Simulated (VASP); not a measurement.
WC, 2 atoms in the cell. It takes space group I4mm (No. 107, tetragonal). Conventional cell: a = 3.101 Å, b = 3.101 Å, c = 4.385 Å, α = 90.00°, β = 90.00°, γ = 90.00°. Within 2.8 Å of W (site symmetry 4mm) lie 6 C at 2.14 to 2.24 Å. C (site symmetry 4mm) has 6 W at 2.14 to 2.24 Å within 2.8 Å.  This cell differs from its parent crystal: all W atoms moved -0.050 Å, as atom 1 towards its neighbour atom 2 (C) at 2.193 Å.

* Program: VASP 6.6.1
* Task: single point
* Functional: r2SCAN
* Potentials or basis: VASP PAW PBE potentials, release 64 (W_sv, C)
* Cutoff: 520 eV
* k mesh: 18 × 18 × 18
* Occupations: gaussian, width 0.15 eV
* Spin: no spin polarisation
* Dipole correction: no
* Further INCAR settings: ALGO = Normal; EDIFF = 1e-06; NBANDS = 16

Potentials or basis: VASP PAW PBE potentials, release 64 (W_sv, C).

Launch:

```bash
$ cat potpaw_PBE.64/W_sv/POTCAR potpaw_PBE.64/C/POTCAR > POTCAR
$ cp INCAR.step1 INCAR
$ mpirun -np 1 vasp_std > vasp.out
$ cp INCAR.step2 INCAR
$ mpirun -np 1 vasp_std > vasp.out
```

Hardware: 1 thread of Intel Xeon 6975P-C (shared host).

Question: How long does it take, and how much memory?

Answer: Run time: 5.5 min on 1 thread of Intel Xeon 6975P-C (shared host), peak memory 0.28 GiB. Counts: k points 480.
